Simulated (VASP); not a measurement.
Set up this calculation in VASP 6.6.1, as the native input.

- Task: relaxation of cell and atoms
- Functional: PBE
- Potentials or basis: VASP PAW PBE potentials, release 64 (Ga_d, Se)
- Cutoff: 600 eV
- k mesh: 10 × 10 × 10
- Occupations: gaussian, width 0.1 eV
- Spin: no spin polarisation
- Dipole correction: no
- Further INCAR settings: ALGO = Normal; EDIFF = 1e-06; IBRION = 2; EDIFFG = -0.005; NSW = 100; ISIF = 3

The structure of Ga3Se lies in POSCAR:

```
Ga3Se
1.0
    4.4324650000      0.0000000000      0.0000000000
    0.0000000000      4.4324650000      0.0000000000
    0.0000000000      0.0000000000      4.4324650000
Ga Se
3 1
Direct
    0.0000000000      0.5000000000      0.5000000000
    0.5000000000      0.0000000000      0.5000000000
    0.5000000000      0.5000000000      0.0000000000
    0.0000000000      0.0000000000      0.0000000000
```

One way to write it, as run:

INCAR

```
ALGO = Normal
EDIFF = 1E-6
EDIFFG = -0.005
ENCUT = 600
GGA = PE
IBRION = 2
ISIF = 3
ISMEAR = 0
LASPH = T
LCHARG = F
LREAL = F
LWAVE = F
NELM = 80
NSW = 100
PREC = Accurate
SIGMA = 0.1
```

KPOINTS

```
k-points
0
Gamma
  10 10 10
```

Potentials or basis: VASP PAW PBE potentials, release 64 (Ga_d, Se).

The run is started by

```sh
$ cat potpaw_PBE.64/Ga_d/POTCAR potpaw_PBE.64/Se/POTCAR > POTCAR
$ mpirun -np 1 vasp_std > vasp.out
```

It gave:

- Relaxed volume: 21.44 Å³/atom
- Relaxed cell: a = 4.410 Å, b = 4.410 Å, c = 4.410 Å, α = 90.00°, β = 90.00°, γ = 90.00°
- Space group after relaxing (to 0.05 Å): Pm-3m (No. 221)
- Energy gained by relaxing: 0.6 meV/atom
- Ionic steps: 5
- Pressure after relaxing: 0.0 GPa

It took 6 min on 1 thread of AMD EPYC 9R45 (Zen 5) (shared host), peak memory 0.27 GiB.
